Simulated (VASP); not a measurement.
Here is a VASP 6.6.1 calculation.

INCAR

```
SYSTEM = CsH
  PREC = Accurate
  ENCUT = 500
  EDIFF = 1E-6
  ISMEAR = 0
  SIGMA = 0.01
  LREAL = .FALSE.
  LASPH = .TRUE.
  NELM = 120
  ALGO = Normal
  ISIF = 2
  LWAVE = .FALSE.
  LCHARG = .FALSE.
  GGA = CA
  NBANDS = 12
  GGA_COMPAT = .FALSE.
```

File KPOINTS:

```
regular mesh
0
G
  4 4 4
  0 0 0
```

The input POSCAR:

```
CsH
1.0
    0.0000000000      3.1880000000      3.1880000000
    3.1880000000      0.0000000000      3.1880000000
    3.1880000000      3.1880000000      0.0000000000
Cs H
1 1
Direct
    0.0000000000      0.0000000000      0.0000000000
    0.5000000000      0.5000000000      0.5000000000
```

Potentials or basis: VASP PAW LDA potentials, release 64 (Cs_sv, H).

Launch:

```sh
$ cat potpaw_LDA.64/Cs_sv/POTCAR potpaw_LDA.64/H/POTCAR > POTCAR
$ mpirun -np 1 vasp_std > vasp.out
```

(1) Predict the band gap on the k mesh.

(2) Predict the pressure.

Answers

(1) 1.93 eV.

(2) -1.2 GPa.

Caveat: the k points lie up to 0.43 Å⁻¹ apart; spin-orbit coupling is left out, which moves the levels of the heavy elements.
